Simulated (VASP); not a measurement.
Se:

```
Se
1.0
     2.99363    0.00000    0.00000
    -1.49681    2.59256    0.00000
     0.00000    0.00000    2.81401
Se
1
Direct
  0.00000 0.00000 0.00000
```

This isn't the form of Se at room conditions, which is trigonal, of chains.

- Program: VASP 6.6.1
- Task: relaxation of cell and atoms
- Functional: PBE
- Potentials or basis: VASP PAW PBE potentials, release 64 (Se)
- Cutoff: 500 eV
- k mesh: 16 × 16 × 15
- Occupations: fermi-dirac, width 0.1 eV
- Spin: collinear spin
- Starting moments: [0.2] μB

At the start: pressure -0.0 GPa; volume 21.84 Å³/atom.

Question: Where does the relaxation end?

Answer: Over 5 steps the energy falls by 29.5 meV/atom and the volume is 22.25 Å³/atom (+1.9 %); space group P6/mmm (No. 191, to 0.1 Å) before and after; moment 0.00 μB per cell.

Step by step:
```tsv
step	energy change (eV)	largest force (eV/Å)	pressure (GPa)	volume (Å³)
1	0.0000	0.0000	-0.01	21.84
2	-0.0088	0.0000	0.04	21.83
3	-0.0275	0.0000	1.31	21.74
4	-0.0284	0.0000	-0.93	22.64
5	-0.0295	0.0000	-0.02	22.25
```

Final structure:
```cif
data_structure
_symmetry_space_group_name_H-M 'P 1'
_symmetry_Int_Tables_number 1
_cell_length_a 3.1296
_cell_length_b 3.1296
_cell_length_c 2.6228
_cell_angle_alpha 90.000
_cell_angle_beta 90.000
_cell_angle_gamma 120.000
_cell_volume 22.25
loop_
_atom_site_label
_atom_site_type_symbol
_atom_site_fract_x
_atom_site_fract_y
_atom_site_fract_z
_atom_site_occupancy
Se1 Se 0.00000 0.00000 0.00000 1
```
